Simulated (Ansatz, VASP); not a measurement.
WC in VASP and in Ansatz

File INCAR:

```
SYSTEM = WC
ALGO = Normal
EDIFF = 1E-7
ENCUT = 520
GGA = PS
ISIF = 2
ISMEAR = 0
LASPH = .True.
LCHARG = .False.
LREAL = .False.
LWAVE = .False.
NBANDS = 36
NELM = 100
PREC = Accurate
SIGMA = 0.15
```

Contents of KPOINTS:

```
k-points
0
Gamma
  23 23 7
  0 0 0
```

POSCAR

```
WC
1.0
   -2.8984136670      0.0000000000      0.0000000000
   -1.4492068335     -2.5100998663      0.0000000000
    0.0000000000      0.0000000000      8.1828357108
W C
3 3
Direct
    0.0000000000      0.0000000000      0.9502563206
    0.0000000000      0.0000000000      0.2591482491
    0.0000000000      0.0000000000      0.6047022848
    0.6666666667      0.6666666667      0.0863712312
    0.6666666667      0.6666666667      0.4319252670
    0.6666666667      0.6666666667      0.7774793027
```

Input for Ansatz:

```yaml
crystal:
  lattice:
    - [-2.898413667, 0.0, 0.0]
    - [-1.4492068335, -2.5100998663, 0.0]
    - [0.0, 0.0, 8.1828357108]
  atoms:
    - { symbol: W, position: [0.0, 0.0, 0.9502563206] }
    - { symbol: W, position: [0.0, 0.0, 0.2591482491] }
    - { symbol: W, position: [0.0, 0.0, 0.6047022848] }
    - { symbol: C, position: [0.6666666667, 0.6666666667, 0.0863712312] }
    - { symbol: C, position: [0.6666666667, 0.6666666667, 0.431925267] }
    - { symbol: C, position: [0.6666666667, 0.6666666667, 0.7774793027] }
basis:
  ecutwfc: 420
kpoints:
  mp_grid: { grid: [23, 23, 7] }
hamiltonian:
  xc: pbesol
scf:
  occupations: { method: gaussian, width: 0.15 }
output:
  forces: true
  stress: true
  eigenvalues: true
```

Alike in both runs: task single point; functional PBEsol; k mesh 23 × 23 × 7; occupations gaussian, width 0.15 eV; no spin polarisation.

|  | VASP | Ansatz |
| --- | --- | --- |
| version | VASP 6.6.1 | Ansatz 0.2.0 |
| potentials or method | VASP PAW PBE potentials, release 64 (W_sv, C), cutoff 520 eV | scalar-relativistic, plane waves, PAW |
| valence electrons in the cell | 54 | 54 |

Ansatz gave:

| Property | Result |
| --- | --- |
| gap on the k mesh at the Fermi level (eV) | none |
| pressure (GPa) | 23.8 |
| traceless stress, the component that is largest in VASP (GPa) | 23.22 |
| rms of the force components (eV/Å) | 2.499 |

Estimate VASP's values.

gap on the k mesh at the Fermi level (eV): none; pressure (GPa): 25.5; traceless stress, the component that is largest in VASP (GPa): 23.66; rms of the force components (eV/Å): 2.525.

VASP's potentials were made for PBE, not for PBEsol. Atom by atom the forces differ by 0.026 eV/Å (rms over components). A gap of «none» marks a metal or a gap that the smearing closes.

Neither program's run includes spin-orbit coupling.
